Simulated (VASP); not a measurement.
# Ge (P6_3/mmc) in VASP: a series of runs, part 3 of 3

VASP 6.6.1. The steps go on from the part before.

## (5) Electric field gradients, PBE

This run uses another cell than the first one, of 19.38 Å³/atom.

Input file INCAR:

```
PREC = Accurate
ENCUT = 520
EDIFF = 1E-8
ISMEAR = -4
SIGMA = 0.1
LREAL = False
LASPH = True
NELM = 100
ALGO = Normal
ISIF = 2
LWAVE = False
LCHARG = False
GGA = PE
LEFG = True
NBANDS = 21
```

Input file KPOINTS:

```
regular mesh
0
Gamma
  15 15 8
```

Input file POSCAR:

```
Ge
1.0
    2.9759643188      0.0000000000      0.0000000000
   -1.4879821594      2.5772607008      0.0000000000
    0.0000000000      0.0000000000      5.0534954650
Ge
2
Direct
    0.3333333333      0.6666666667      0.2500000000
    0.6666666667      0.3333333333      0.7500000000
```

Potentials or basis: VASP PAW PBE potentials, release 64 (Ge_d).

The run is started by

```sh
> cat potpaw_PBE.64/Ge_d/POTCAR > POTCAR
> mpirun -np 1 vasp_std > vasp.out
```

OUTCAR:

```text
PREC = Accurate
   ENCUT = 520
   EDIFF = 1E-8
   ISMEAR = -4
   LREAL = False
   LASPH = True
   NELM = 100
   ISIF = 2
   GGA = PE

 ion  position               nearest neighbor table
   1  0.333  0.667  0.250-
   2  0.667  0.333  0.750-

  LATTYP: Found a hexagonal cell.
 ALAT       =     2.9759643188
 C/A-ratio  =     1.6981035132

  Lattice vectors:

 A1 = (   2.9759643188,   0.0000000000,   0.0000000000)
 A2 = (  -1.4879821594,   2.5772607008,   0.0000000000)
 A3 = (   0.0000000000,   0.0000000000,   5.0534954650)

Analysis of symmetry for initial positions (statically):
=====================================================================
 Subroutine PRICEL returns:
 Original cell was already a primitive cell.

 Routine SETGRP: Setting up the symmetry group for a
 hexagonal supercell.

 Subroutine GETGRP returns: Found 24 space group operations
 (whereof 12 operations were pure point group operations)
 out of a pool of 24 trial point group operations.

The static configuration has the point symmetry D_3d.
 The point group associated with its full space group is D_6h.

Analysis of symmetry for dynamics (positions and initial velocities):
=====================================================================
 Subroutine PRICEL returns:
 Original cell was already a primitive cell.

 Routine SETGRP: Setting up the symmetry group for a
 hexagonal supercell.

 Subroutine GETGRP returns: Found 24 space group operations
 (whereof 12 operations were pure point group operations)
 out of a pool of 24 trial point group operations.

The dynamic configuration has the point symmetry D_3d.
[... 159 lines left out ...]
  band No.  band energies     occupation
      1     -18.2230      2.00000
      2     -18.2184      2.00000
      3     -18.2128      2.00000
      4     -18.2128      2.00000
      5     -18.2072      2.00000
      6     -18.2072      2.00000
[... 565 lines left out ...]
     20      18.9924      0.00000
     21      22.1341      0.00000

 [... further k-points ...]

------------------------ aborting loop because EDIFF is reached ----------------------------------------

  FORCE on cell =-STRESS in cart. coord.  units (eV):
  Direction    XX          YY          ZZ          XY          YZ          ZX
  --------------------------------------------------------------------------------------
  -------------------------------------------------------------------------------------
  Total        0.1964426      0.1964426      0.0453534      0.0000000     -0.0000000      0.0000000
  in kB        8.1202276      8.1202276      1.8747482      0.0000000     -0.0000000      0.0000000
  external PRESSURE =       6.0384011 kB  Pullay stress =       0.0000000 kB

 VOLUME and BASIS-vectors are now :
 -----------------------------------------------------------------------------
  energy-cutoff  :      520.00
  volume of cell :       38.76
      direct lattice vectors                 reciprocal lattice vectors
     2.975964319  0.000000000  0.000000000     0.336025534  0.194004433  0.000000000
    -1.487982159  2.577260701  0.000000000     0.000000000  0.388008865  0.000000000
     0.000000000  0.000000000  5.053495465     0.000000000  0.000000000  0.197882833

 POSITION                                       TOTAL-FORCE (eV/Angst)
 -----------------------------------------------------------------------------------
     -0.00000      1.71817      1.26337         0.000000      0.000000      0.000000
      1.48798      0.85909      3.79012        -0.000000      0.000000      0.000000
 -----------------------------------------------------------------------------------
    total drift:                               -0.000000      0.000000     -0.000000

  FREE ENERGIE OF THE ION-ELECTRON SYSTEM (eV)
  ---------------------------------------------------
  free  energy   TOTEN  =        -8.2541614956 eV

  energy  without entropy=       -8.2541614956  energy(sigma->0) =       -8.25416150

 Electric field gradients (V/A^2)
---------------------------------------------------------------------
 ion       V_xx      V_yy      V_zz      V_xy      V_xz      V_yz
---------------------------------------------------------------------
   1       0.768     0.768    -1.536    -0.000     0.000    -0.000
   2       0.768     0.768    -1.536    -0.000    -0.000     0.000
---------------------------------------------------------------------

 Electric field gradients after diagonalization (V/A^2)
 (convention: |V_zz| > |V_xx| > |V_yy|)
----------------------------------------------------------------------
 ion       V_xx      V_yy      V_zz     asymmetry (V_yy - V_xx)/ V_zz
----------------------------------------------------------------------
   1       0.768     0.768    -1.536       0.000
   2       0.768     0.768    -1.536       0.000
----------------------------------------------------------------------

           NMR quadrupolar parameters

 Cq : quadrupolar parameter    Cq=e*Q*V_zz/h
 eta: asymmetry parameters     (V_yy - V_xx)/ V_zz
 Q  : nuclear electric quadrupole moment in mb (millibarn)
----------------------------------------------------------------------
 ion       Cq(MHz)       eta       Q (mb)
----------------------------------------------------------------------
   1      -0.004       0.000       1.000
   2      -0.004       0.000       1.000
----------------------------------------------------------------------
```

OSZICAR:

```text
N       E                     dE             d eps       ncg     rms          rms(c)
DAV:   1     0.176816956028E+03    0.17682E+03   -0.14233E+04  6454   0.376E+03
DAV:   2     0.158166706972E+02   -0.16100E+03   -0.15643E+03  5700   0.587E+02
DAV:   3    -0.760322143000E+01   -0.23420E+02   -0.23212E+02  6341   0.133E+02
DAV:   4    -0.826897357913E+01   -0.66575E+00   -0.66526E+00  6509   0.256E+01
DAV:   5    -0.827904336167E+01   -0.10070E-01   -0.10070E-01  6431   0.350E+00    0.149E+00
DAV:   6    -0.826181071796E+01    0.17233E-01   -0.17418E-02  7768   0.199E+00    0.817E-01
DAV:   7    -0.825440805940E+01    0.74027E-02   -0.10787E-02  7755   0.128E+00    0.768E-02
DAV:   8    -0.825414779782E+01    0.26026E-03   -0.95968E-04  6695   0.552E-01    0.269E-02
DAV:   9    -0.825415896918E+01   -0.11171E-04   -0.20958E-05  6546   0.509E-02    0.963E-03
DAV:  10    -0.825416191439E+01   -0.29452E-05   -0.15284E-06  6962   0.988E-03    0.417E-04
DAV:  11    -0.825416160336E+01    0.31103E-06   -0.88728E-08  6952   0.516E-03    0.257E-04
DAV:  12    -0.825416150189E+01    0.10147E-06   -0.36684E-09  4064   0.645E-04    0.395E-05
DAV:  13    -0.825416149560E+01    0.62901E-08   -0.50242E-10  3580   0.239E-04
   1 F= -.82541615E+01 E0= -.82541615E+01  d E =0.000000E+00
```

stdout:

```text
POSCAR found type information on POSCAR Ge
 POSCAR found :  1 types and       2 ions
 scaLAPACK will be used
 LDA part: xc-table for (Slater+PW92), standard interpolation
 POSCAR, INCAR and KPOINTS ok, starting setup
 FFT: planning ... GRIDC
 FFT: planning ... GRID_SOFT
 FFT: planning ... GRID
 WAVECAR not read
 entering main loop
ion   1

ion   2

 -----------------------------------------------------------------------------
|                                                                             |
|           W    W    AA    RRRRR   N    N  II  N    N   GGGG   !!!           |
|           W    W   A  A   R    R  NN   N  II  NN   N  G    G  !!!           |
|           W    W  A    A  R    R  N N  N  II  N N  N  G       !!!           |
|           W WW W  AAAAAA  RRRRR   N  N N  II  N  N N  G  GGG   !            |
|           WW  WW  A    A  R   R   N   NN  II  N   NN  G    G                |
|           W    W  A    A  R    R  N    N  II  N    N   GGGG   !!!           |
|                                                                             |
|     Tetrahedron method does not include variations of the Fermi             |
|     occupations, so forces and stress will be inaccurate. We suggest        |
|     using a different smearing scheme ISMEAR = 1 or 2 for metals in         |
|     relaxations.                                                            |
|                                                                             |
 -----------------------------------------------------------------------------
```

Run time: 2.5 min. Hardware: 1 thread of Intel Xeon 8259CL, shared host; peak memory 0.23 GiB.

Results:

* Free energy: -8.2542 eV
* Pressure: 0.6 GPa
* Band gap on the k mesh: zero (bands 14 and 15 overlap by 10.03 eV)
* Largest electric field gradient by atom: Ge -1.5 V/Å²

Levels at points of the mesh, in eV from the Fermi level:
```tsv
k point	band 10	band 11	band 12	band 13	band 14	band 15	band 16	band 17	band 18	band 19
(0.00, 0.00, 0.00)	-24.68	-13.00	-8.33	-5.52	7.11	7.11	8.05	8.80	8.80	11.95
(0.00, 0.00, 0.50)	-24.70	-11.56	-11.56	0.54	0.54	8.00	8.00	8.00	8.00	13.04
```

Electric field gradients, principal values (V/Å²):
```
atom  least  middle  greatest (by size)
1 Ge  0.768   0.768              -1.536
2 Ge  0.768   0.768              -1.536
```

Caveat: without QUAD_EFG the Cq values of the log hold for a quadrupole moment of 1 mb, not for the nuclei.

## (6) Summary

| cell | smearing | gap on the mesh (eV) | pressure (GPa) |
| --- | --- | --- | --- |
| a = 2.916, b = 2.916, c = 4.951 Å, angles 90.0, 90.0, 120.0°, 2 atoms | fermi-dirac 0.05 eV | none | 4.6 |
| a = 2.946, b = 2.946, c = 5.002 Å, angles 90.0, 90.0, 120.0°, 2 atoms | fermi-dirac 0.05 eV | none | 2.1 |
| a = 2.976, b = 2.976, c = 5.053 Å, angles 90.0, 90.0, 120.0°, 2 atoms | fermi-dirac 0.05 eV | none | 0.0 |
| a = 2.976, b = 2.976, c = 5.053 Å, angles 90.0, 90.0, 120.0°, 2 atoms | tetrahedron | none | 0.6 |

Alike in all rows: task electric field gradients; level PBE; potentials or basis VASP PAW PBE potentials, release 64 (Ge_d); no spin polarisation; k mesh 15 × 15 × 8; cutoff (eV) 520.

Caveats: the cell stands under pressure (at least some runs).

Total energies depend on the potentials used, so only differences within one code and one set of settings carry meaning.
